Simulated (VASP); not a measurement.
Set up this calculation in VASP 6.6.1, as the native input.

```yaml
Task: single point
Functional: PBE
Potentials_or_basis: VASP PAW PBE potentials, release 64 (Tm_3, H), 4f in core
Cutoff: 500 eV
k_mesh: 6 × 6 × 6
Occupations: gaussian, width 0.1 eV
Spin: no spin polarisation
Dipole_correction: no
Further_INCAR_settings: ALGO = Normal; EDIFF = 1e-06; NBANDS = 12
```

The structure of TmH lies in POSCAR:

```
TmH
1.0
    0.0000000000      2.4129779991      2.4129779991
    2.4129779991      0.0000000000      2.4129779991
    2.4129779991      2.4129779991      0.0000000000
Tm H
1 1
Direct
    0.5000000000      0.5000000000      0.5000000000
    0.0000000000      0.0000000000      0.0000000000
```

The cell was generated, and may not be a known phase.

These files were run (other wordings do the same):

INCAR

```
SYSTEM = TmH
PREC     = Accurate       ! precision mode
ENCUT    = 500            ! plane-wave cutoff, eV
EDIFF    = 1E-6           ! SCF threshold, eV
ISMEAR   = 0              ! smearing method
SIGMA    = 0.1            ! smearing width, eV
LREAL    = .FALSE.        ! projectors in reciprocal space
LASPH    = .TRUE.         ! aspherical terms in the spheres
NELM     = 200            ! most SCF steps
ALGO     = Normal         ! electronic algorithm
ISIF     = 2              ! what is computed and relaxed
LWAVE    = .FALSE.        ! write WAVECAR
LCHARG   = .FALSE.        ! write CHGCAR
GGA      = PE             ! functional
NBANDS   = 12             ! bands
GGA_COMPAT= .FALSE.      
LMAXMIX  = 6              ! l up to which the mixer works
```

KPOINTS

```
Automatic mesh
0
G
  6 6 6
  0 0 0
```

Potentials or basis: VASP PAW PBE potentials, release 64 (Tm_3, H), 4f in core.

The run is started by

```console
$ cat potpaw_PBE.64/Tm_3/POTCAR potpaw_PBE.64/H/POTCAR > POTCAR
$ mpirun -np 1 vasp_std > vasp.out
```

It gave:

| Item | Value |
| --- | --- |
| Pressure | 0.7 GPa |
| Band gap on the k mesh | zero (bands 5 and 6 overlap by 2.30 eV) |

Caveat: the k points lie up to 0.38 Å⁻¹ apart, too coarse for converged energies and pressures of a metal; spin-orbit coupling is left out, which moves the levels of the heavy elements; the 4f electrons are frozen in the core, so they carry no moment and show no levels.

It took 15 s on 1 thread of Intel(R) Xeon(R) Platinum 8259CL CPU @ 2.50GHz (Skylake/Cascade Lake), with other jobs on the host, peak memory 0.16 GiB.
